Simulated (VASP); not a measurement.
# Ni3O (Pm-3m) in VASP: further runs, part 2 of 2

VASP 6.6.1. The steps go on from the part before.

**3. Single point, PBE, collinear spin, ferromagnetic start**

This run uses another cell than the first one, of 12.28 Å³/atom, 1.162 times its volume.

File INCAR:

```
SYSTEM = Ni3O
PREC     = Accurate       ! precision mode
ENCUT    = 520            ! plane-wave cutoff, eV
EDIFF    = 1E-6           ! SCF threshold, eV
ISMEAR   = 0              ! smearing method
SIGMA    = 0.1            ! smearing width, eV
LREAL    = .False.        ! projectors in reciprocal space
LASPH    = .True.         ! aspherical terms in the spheres
NELM     = 150            ! most SCF steps
ALGO     = Normal         ! electronic algorithm
ISIF     = 2              ! what is computed and relaxed
LWAVE    = .False.        ! write WAVECAR
LCHARG   = .True.         ! write CHGCAR
ISPIN    = 2              ! spin polarisation
MAGMOM   = 2 2 2 0        ! initial moments
LORBIT   = 11             ! projections on sites
LMAXMIX  = 4              ! l up to which the mixer works
GGA      = PE             ! functional
LELF     = .True.         ! ELF
LVHAR    = .True.       
NBANDS   = 30             ! bands
```

File KPOINTS:

```
Automatic mesh
0
Gamma
  6 6 6
  0 0 0
```

File POSCAR:

```
Ni3O
1.0
    3.6619385500      0.0000000000      0.0000000000
    0.0000000000      3.6619385500      0.0000000000
    0.0000000000      0.0000000000      3.6619385500
Ni O
3 1
Direct
    0.0000000000      0.5000000000      0.5000000000
    0.5000000000      0.5000000000      0.0000000000
    0.5000000000      0.0000000000      0.5000000000
    0.0000000000      0.0000000000      0.0000000000
```

Potentials or basis: VASP PAW PBE potentials, release 64 (Ni, O).

Command:

```bash
cat potpaw_PBE.64/Ni/POTCAR potpaw_PBE.64/O/POTCAR > POTCAR
mpirun -np 1 vasp_std > vasp.out
```

OUTCAR:

```text
SYSTEM = Ni3O
   PREC = Accurate
   ENCUT = 520
   EDIFF = 1E-6
   ISMEAR = 0
   LREAL = .False.
   LASPH = .True.
   NELM = 150
   ISIF = 2
   ISPIN = 2
   LORBIT = 11
   GGA = PE

 ion  position               nearest neighbor table
   1  0.000  0.500  0.500-   2 2.59   3 2.59   2 2.59   3 2.59   2 2.59   3 2.59   2 2.59   3 2.59

   2  0.500  0.500  0.000-   1 2.59   3 2.59   1 2.59   3 2.59   3 2.59   3 2.59   1 2.59   1 2.59

   3  0.500  0.000  0.500-   1 2.59   2 2.59   2 2.59   1 2.59   2 2.59   2 2.59   1 2.59   1 2.59

   4  0.000  0.000  0.000-

  LATTYP: Found a simple cubic cell.
 ALAT       =     3.6619385500

  Lattice vectors:

 A1 = (   3.6619385500,   0.0000000000,   0.0000000000)
 A2 = (   0.0000000000,   3.6619385500,   0.0000000000)
 A3 = (   0.0000000000,   0.0000000000,   3.6619385500)

Analysis of symmetry for initial positions (statically):
=====================================================================
 Subroutine PRICEL returns:
 Original cell was already a primitive cell.

 Routine SETGRP: Setting up the symmetry group for a
 simple cubic supercell.

 Subroutine GETGRP returns: Found 48 space group operations
 (whereof 48 operations were pure point group operations)
 out of a pool of 48 trial point group operations.

The static configuration has the point symmetry O_h .

Analysis of symmetry for dynamics (positions and initial velocities):
=====================================================================
 Subroutine PRICEL returns:
 Original cell was already a primitive cell.

 Routine SETGRP: Setting up the symmetry group for a
 simple cubic supercell.

 Subroutine GETGRP returns: Found 48 space group operations
 (whereof 48 operations were pure point group operations)
 out of a pool of 48 trial point group operations.

The dynamic configuration has the point symmetry O_h .

Analysis of structural, dynamic, and magnetic symmetry:
=====================================================================
 Subroutine PRICEL returns:
 Original cell was already a primitive cell.

 Routine SETGRP: Setting up the symmetry group for a
 simple cubic supercell.

 Subroutine GETGRP returns: Found 48 space group operations
 (whereof 48 operations were pure point group operations)
 out of a pool of 48 trial point group operations.

The overall configuration has the point symmetry O_h .

 Subroutine INISYM returns: Found 48 space group operations
 (whereof 48 operations are pure point group operations),
 and found     1 'primitive' translations

----------------------------------------------------------------------------------------

                                     Primitive cell

  volume of cell :      49.1058

  direct lattice vectors                    reciprocal lattice vectors
     3.661938550  0.000000000  0.000000000     0.273079405  0.000000000  0.000000000
     0.000000000  3.661938550  0.000000000     0.000000000  0.273079405  0.000000000
     0.000000000  0.000000000  3.661938550     0.000000000  0.000000000  0.273079405

  length of vectors
     3.661938550  3.661938550  3.661938550     0.273079405  0.273079405  0.273079405

  position of ions in fractional coordinates (direct lattice)
     0.000000000  0.500000000  0.500000000
     0.500000000  0.500000000  0.000000000
     0.500000000  0.000000000  0.500000000
     0.000000000  0.000000000  0.000000000

  ion indices of the primitive-cell ions
   primitive index   ion index
[... 73 lines left out ...]
   EDIFFG = 0.1E-04   stopping-criterion for IOM
   NSW    =      0    number of steps for IOM
   IBRION =     -1    ionic relax: 0-MD 1-quasi-New 2-CG
   NFREE  =      0    steps in history (QN), initial steepest desc. (CG)
   ISIF   =      2    stress and relaxation
   ISYM   =      2    0-nonsym 1-usesym 2-fastsym
   POTIM  = 0.5000    time-step for ionic-motion
   TEBEG  =    0.0;   TEEND  =   0.0 temperature during run
   PSTRESS=    0.0 pullay stress
   NELECT =      36.0000    total number of electrons
   NUPDOWN=      -1.0000    fix difference up-down
   EMIN   =  10.00;   EMAX   =-10.00  energy-range for DOS
   EFERMI =   0.00;   METHOD = LEGACY
   ISMEAR =     0;   SIGMA  =   0.10  broadening in eV -4-tet -1-fermi 0-gaus
   EFERMI_NEDOS =   21; number of points for ismear=-14 and -15
   IALGO  =     38    algorithm
   IMIX   =      4    mixing-type and parameters
     AMIX     =   0.40;   BMIX     =  1.00
     AMIX_MAG =   1.60;   BMIX_MAG =  1.00
  volume/ion in A,a.u.               =      12.28        82.85
  Fermi-wavevector in a.u.,A,eV,Ry     =   1.476153  2.789524 29.647459  2.179027
  Thomas-Fermi vector in A             =   2.590714
   LORBIT       =     11    0 simple, 1 ext, 2 COOP (PROOUT), +10 PAW based schemes
   GGA     = PE    functional components
   LHFCALC =     F    Hartree Fock is set to
   AEXX    =    0.0000 exact exchange contribution
   IVDW    =     0    specifies the selected vdW correction
   LEPSILON=     F    determine dielectric tensor
   LRPA    =     F    only Hartree local field effects (RPA)
 spin polarized calculation
 Gauss-broadening in eV      SIGMA  =   0.10
  energy-cutoff  :      520.00
  volume of cell :       49.11
 maximum number of plane-waves:      1357
 NGX is ok and might be reduce to    28
   NGX = 13   NGY = 13   NGZ = 13

 number of electron      36.0000004 magnetization       3.3402344

 Free energy of the ion-electron system (eV)
  ---------------------------------------------------
  ext. energy  EPLUGINS =         0.00000000
  ---------------------------------------------------
  free energy    TOTEN  =       -19.15076748 eV

  energy without entropy =      -19.10980907  energy(sigma->0) =      -19.13028827

 E-fermi :   6.0832     XC(G=0): -11.8828

 val. band max:        6.0814112385   @ k =   0.5000   0.5000   0.3333
 cond. band min:       6.0849648550   @ k =   0.5000   0.5000   0.1667
 fundamental gap:      0.0035536166
 Fermi energy:         6.0831720154

 spin component 1

 k-point     1 :       0.0000    0.0000    0.0000
  band No.  band energies     occupation
      1     -12.0601      1.00000
      2       0.2539      1.00000
      3       2.5838      1.00000
      4       2.5838      1.00000
      5       2.5838      1.00000
      6       2.9143      1.00000
[... 649 lines left out ...]
     29      28.7429      0.00000
     30      28.7442      0.00000
 Fermi energy:         6.0831720154

 spin component 2

 k-point     1 :       0.0000    0.0000    0.0000
  band No.  band energies     occupation
      1     -11.3886      1.00000
      2       0.4163      1.00000
      3       3.1516      1.00000
      4       3.1516      1.00000
      5       3.1516      1.00000
      6       3.8419      1.00000
[... 649 lines left out ...]
     29      28.6223      0.00000
     30      28.6226      0.00000

------------------------ aborting loop because EDIFF is reached ----------------------------------------

  FORCE on cell =-STRESS in cart. coord.  units (eV):
  Direction    XX          YY          ZZ          XY          YZ          ZX
  --------------------------------------------------------------------------------------
  -------------------------------------------------------------------------------------
  Total       -5.2131149     -5.2131149     -5.2131149     -0.0000000      0.0000000     -0.0000000
  in kB     -170.0884098   -170.0884098   -170.0884098     -0.0000000      0.0000000     -0.0000000
  external PRESSURE =    -170.0884098 kB  Pullay stress =       0.0000000 kB

 VOLUME and BASIS-vectors are now :
 -----------------------------------------------------------------------------
  energy-cutoff  :      520.00
  volume of cell :       49.11
      direct lattice vectors                 reciprocal lattice vectors
     3.661938550  0.000000000  0.000000000     0.273079405  0.000000000  0.000000000
     0.000000000  3.661938550  0.000000000     0.000000000  0.273079405  0.000000000
     0.000000000  0.000000000  3.661938550     0.000000000  0.000000000  0.273079405

 POSITION                                       TOTAL-FORCE (eV/Angst)
 -----------------------------------------------------------------------------------
      0.00000      1.83097      1.83097         0.000000      0.000000      0.000000
      1.83097      1.83097      0.00000         0.000000      0.000000      0.000000
      1.83097      0.00000      1.83097         0.000000      0.000000      0.000000
      0.00000      0.00000      0.00000         0.000000      0.000000      0.000000
 -----------------------------------------------------------------------------------
    total drift:                                0.000000      0.000000      0.000000

  FREE ENERGIE OF THE ION-ELECTRON SYSTEM (eV)
  ---------------------------------------------------
  free  energy   TOTEN  =       -19.1507674774 eV

  energy  without entropy=      -19.1098090662  energy(sigma->0) =      -19.13028827

 total charge

# of ion       s       p       d       tot
------------------------------------------
    1        0.394   0.294   8.275   8.963
    2        0.394   0.294   8.275   8.963
    3        0.394   0.294   8.275   8.963
    4        1.626   3.094   0.000   4.720
--------------------------------------------------
tot          2.806   3.975  24.826  31.608

 magnetization (x)

# of ion       s       p       d       tot
------------------------------------------
    1       -0.003  -0.009   0.999   0.987
    2       -0.003  -0.009   0.999   0.987
    3       -0.003  -0.009   0.999   0.987
    4        0.002   0.381   0.000   0.383
--------------------------------------------------
tot         -0.006   0.354   2.996   3.344
```

Run time: 28 s. Hardware: 1 thread of Intel Xeon 6975P-C (Granite Rapids), shared host; peak memory 0.19 GiB.

Results:

```
Free energy                                           : -19.1508 eV
Pressure                                              : -17.0 GPa
Net moment                                            : 3.34 μB per cell
Site moments                                          : Ni +0.99; O +0.38 μB
Valence electrons inside the program's atomic spheres : Ni 8.96; O 4.72
```

Levels at points of the mesh, in eV from the Fermi level:
Spin up:
| k point | band 17 | band 18 | band 19 | band 20 | band 21 | band 22 | band 23 | band 24 |
| --- | --- | --- | --- | --- | --- | --- | --- | --- |
| (0.00, 0.00, 0.00) | -0.66 | -0.63 | -0.63 | -0.63 | 5.59 | 5.59 | 5.59 | 7.67 |
| (0.50, 0.00, 0.00) | -0.93 | -0.88 | -0.88 | -0.63 | 0.84 | 6.62 | 6.62 | 8.60 |
| (0.50, 0.50, 0.00) | -0.77 | -0.77 | -0.76 | -0.63 | 3.19 | 3.45 | 3.45 | 10.03 |
| (0.50, 0.50, 0.50) | -0.72 | -0.72 | -0.72 | -0.08 | 4.25 | 4.25 | 4.25 | 5.72 |
Spin down:
```csv
k point,band 13,band 14,band 15,band 16,band 17,band 18,band 19,band 20
"(0.00, 0.00, 0.00)",-0.40,-0.40,-0.09,-0.09,0.34,0.58,0.58,0.58
"(0.50, 0.00, 0.00)",-0.70,-0.69,-0.64,-0.33,-0.03,0.22,0.22,0.58
"(0.50, 0.50, 0.00)",-0.71,-0.65,-0.24,-0.17,-0.09,0.22,0.22,0.43
"(0.50, 0.50, 0.50)",-0.62,-0.62,-0.13,-0.13,-0.09,0.39,0.39,0.39
```

With open d or f shells a metallic result of PBE can be an artefact of self-interaction; +U or a hybrid may open a gap.

**4. Single point, PBE, collinear spin, ferromagnetic start**

File INCAR:

```
SYSTEM = Ni3O
PREC     = Accurate       ! precision mode
ENCUT    = 600            ! plane-wave cutoff, eV
EDIFF    = 1E-6           ! SCF threshold, eV
ISMEAR   = 0              ! smearing method
SIGMA    = 0.1            ! smearing width, eV
LREAL    = .FALSE.        ! projectors in reciprocal space
LASPH    = .TRUE.         ! aspherical terms in the spheres
NELM     = 200            ! most SCF steps
ALGO     = Normal         ! electronic algorithm
ISIF     = 2              ! what is computed and relaxed
LWAVE    = .FALSE.        ! write WAVECAR
LCHARG   = .FALSE.        ! write CHGCAR
ISPIN    = 2              ! spin polarisation
MAGMOM   = 1.03 1.03 1.03 0.35 ! initial moments
LORBIT   = 11             ! projections on sites
LMAXMIX  = 4              ! l up to which the mixer works
GGA      = PE             ! functional
NBANDS   = 30             ! bands
GGA_COMPAT= .FALSE.
```

File KPOINTS:

```
Automatic mesh
0
G
  14 14 14
  0 0 0
```

File POSCAR:

```
Ni3O
1.0
    3.4838583644      0.0000000000      0.0000000000
    0.0000000000      3.4838583644      0.0000000000
    0.0000000000      0.0000000000      3.4838583644
Ni O
3 1
Direct
    0.0000000000      0.5000000000      0.5000000000
    0.5000000000      0.5000000000      0.0000000000
    0.5000000000      0.0000000000      0.5000000000
    0.0000000000      0.0000000000      0.0000000000
```

Potentials or basis: VASP PAW PBE potentials, release 64 (Ni, O).

Command:

```bash
cat potpaw_PBE.64/Ni/POTCAR potpaw_PBE.64/O/POTCAR > POTCAR
mpirun -np 1 vasp_std > vasp.out
```

OUTCAR:

```text
SYSTEM = Ni3O
   PREC = Accurate
   ENCUT = 600
   EDIFF = 1E-6
   ISMEAR = 0
   LREAL = .FALSE.
   LASPH = .TRUE.
   NELM = 200
   ISIF = 2
   ISPIN = 2
   LORBIT = 11
   GGA = PE

 ion  position               nearest neighbor table
   1  0.000  0.500  0.500-   2 2.46   3 2.46   4 2.46   2 2.46   4 2.46   3 2.46   4 2.46   4 2.46
                             2 2.46   3 2.46   2 2.46   3 2.46
   2  0.500  0.500  0.000-   1 2.46   3 2.46   4 2.46   1 2.46   3 2.46   3 2.46   4 2.46   3 2.46
                             1 2.46   4 2.46   1 2.46   4 2.46
   3  0.500  0.000  0.500-   1 2.46   2 2.46   4 2.46   2 2.46   4 2.46   1 2.46   2 2.46   2 2.46
                             1 2.46   4 2.46   4 2.46   1 2.46
   4  0.000  0.000  0.000-   1 2.46   2 2.46   3 2.46   1 2.46   3 2.46   1 2.46   2 2.46   1 2.46
                             2 2.46   3 2.46   3 2.46   2 2.46

  LATTYP: Found a simple cubic cell.
[... 1820 lines left out ...]
 -----------------------------------------------------------------------------------
      0.00000      1.74193      1.74193         0.000000      0.000000      0.000000
      1.74193      1.74193      0.00000         0.000000      0.000000      0.000000
      1.74193      0.00000      1.74193         0.000000      0.000000      0.000000
      0.00000      0.00000      0.00000         0.000000      0.000000      0.000000
 -----------------------------------------------------------------------------------
    total drift:                                0.000000      0.000000      0.000000

  FREE ENERGIE OF THE ION-ELECTRON SYSTEM (eV)
  ---------------------------------------------------
  free  energy   TOTEN  =       -19.5822750480 eV

  energy  without entropy=      -19.5508287682  energy(sigma->0) =      -19.56655191

 total charge

# of ion       s       p       d       tot
------------------------------------------
    1        0.437   0.382   8.341   9.160
    2        0.437   0.382   8.341   9.160
    3        0.437   0.382   8.341   9.160
    4        1.627   3.129   0.000   4.757
--------------------------------------------------
tot          2.937   4.275  25.024  32.236

 magnetization (x)

# of ion       s       p       d       tot
------------------------------------------
    1       -0.007  -0.011   0.923   0.905
    2       -0.007  -0.011   0.923   0.905
    3       -0.007  -0.011   0.923   0.905
    4        0.001   0.299   0.000   0.300
--------------------------------------------------
tot         -0.018   0.264   2.770   3.016
```

stdout:

```text
POSCAR found type information on POSCAR NiO
 POSCAR found :  2 types and       4 ions
 scaLAPACK will be used
 LDA part: xc-table for (Slater+PW92), standard interpolation
 POSCAR, INCAR and KPOINTS ok, starting setup
 FFT: planning ... GRIDC
 FFT: planning ... GRID_SOFT
 FFT: planning ... GRID
 WAVECAR not read
 entering main loop
```

It took 5.7 min on 1 thread of Intel Xeon Platinum 8259CL at 2.50GHz (Skylake/Cascade Lake), shared host; peak memory 0.36 GiB.

Results:

* Free energy: -19.5823 eV
* Pressure: -0.4 GPa
* Net moment: 3.02 μB per cell
* Site moments: Ni +0.91; O +0.30 μB
* Valence electrons inside the program's atomic spheres: Ni 9.16; O 4.76

**5. Summary**

```tsv
cell	k mesh	cutoff (eV)	gap on the mesh (eV)	pressure (GPa)	moment (μB)
a = 3.484 Å, 4 atoms	6 × 6 × 6	520	none	-0.4	2.94
a = 3.662 Å, 4 atoms	6 × 6 × 6	520	none	-17.0	3.34
a = 3.484 Å, 4 atoms	14 × 14 × 14	600	none	-0.4	3.02
```

Alike in all rows: task single point; level PBE; potentials or basis VASP PAW PBE potentials, release 64 (Ni, O); spin collinear, ferromagnetic start; smearing gaussian 0.1 eV.

Total energies depend on the potentials used, so only differences within one code and one set of settings carry meaning.
